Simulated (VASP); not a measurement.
A run of VASP 6.6.1 is set up as follows.

INCAR

```
PREC     = Accurate       # precision mode
ENCUT    = 520            # plane-wave cutoff, eV
EDIFF    = 1E-7           # SCF threshold, eV
ISMEAR   = -1             # smearing method
SIGMA    = 0.05           # smearing width, eV
LREAL    = F              # projectors in reciprocal space
LASPH    = T              # aspherical terms in the spheres
NELM     = 150            # most SCF steps
ALGO     = Normal         # electronic algorithm
ISIF     = 2              # what is computed and relaxed
LWAVE    = F              # write WAVECAR
LCHARG   = F              # write CHGCAR
ISPIN    = 2              # spin polarisation
MAGMOM   = 0.6 0.6        # initial moments
LORBIT   = 11             # projections on sites
LMAXMIX  = 4              # l up to which the mixer works
GGA      = PE             # functional
NBANDS   = 21             # bands
```

File KPOINTS:

```
regular mesh
0
Gamma
  14 14 7
```

The input POSCAR:

```
Pd
1.0
    2.6875990520      0.0000000000      0.0000000000
   -1.3437995260      2.3275290542      0.0000000000
    0.0000000000      0.0000000000      4.4691470540
Pd
2
Direct
    0.6666666667      0.3333333333      0.7500000000
    0.3333333333      0.6666666667      0.2500000000
```

Potentials or basis: VASP PAW PBE potentials, release 64 (Pd).

Run with:

```sh
$ cat potpaw_PBE.64/Pd/POTCAR > POTCAR
$ mpirun -np 1 vasp_std > vasp.out
```

Q: What does it give for the site moments?

A: Pd +0.19 μB.

Q: Estimate the pressure.

A: 20.6 GPa.

Stress tensor (GPa, compression positive):
```
20.43  0.00  0.00
 0.00 20.43  0.00
 0.00  0.00 20.82
```

Caveat: the cell stands under pressure; a moment this small can come from the mesh or the smearing.
